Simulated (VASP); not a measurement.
Here is a VASP 6.6.1 calculation.

File INCAR:

```
SYSTEM = Li2ZnO2
  ALGO = Normal
  EDIFF = 1E-7
  ENCUT = 520
  GGA = PE
  ISIF = 2
  ISMEAR = 0
  LASPH = .TRUE.
  LCHARG = .FALSE.
  LREAL = .FALSE.
  LWAVE = .FALSE.
  NBANDS = 23
  NELM = 80
  PREC = Accurate
  SIGMA = 0.1
```

The input KPOINTS:

```
k-points
0
G
  14 14 6
  0 0 0
```

The input POSCAR:

```
Li2ZnO2
1.0
    2.8640863780      0.0000000000      0.0000000000
    0.0000000000      2.8640863780      0.0000000000
    0.0000000000      0.0000000000      7.9283789089
Li Zn O
2 1 2
Direct
    0.5000000000      0.5000000000      0.2823138582
    0.5000000000      0.5000000000      0.7176861418
    0.0000000000      0.0000000000      0.0000000000
    0.0000000000      0.0000000000      0.5000000000
    0.5000000000      0.5000000000      0.5000000000
```

Potentials or basis: VASP PAW PBE potentials, release 64 (Li_sv, Zn, O).

Command:

```sh
$ cat potpaw_PBE.64/Li_sv/POTCAR potpaw_PBE.64/Zn/POTCAR potpaw_PBE.64/O/POTCAR > POTCAR
$ mpirun -np 1 vasp_std > vasp.out
```

Question: What does it give for the largest force?

Answer: 0.061 eV/Å.

Question: What does it give for the band gap on the k mesh?

Answer: Zero (bands 15 and 16 overlap by 3.62 eV).

Forces in eV/Å, atoms in the order of the input:
```
Li   0.000  0.000 -0.061
Li   0.000  0.000  0.061
Zn   0.000  0.000  0.000
O    0.000  0.000  0.000
O    0.000  0.000  0.000
```
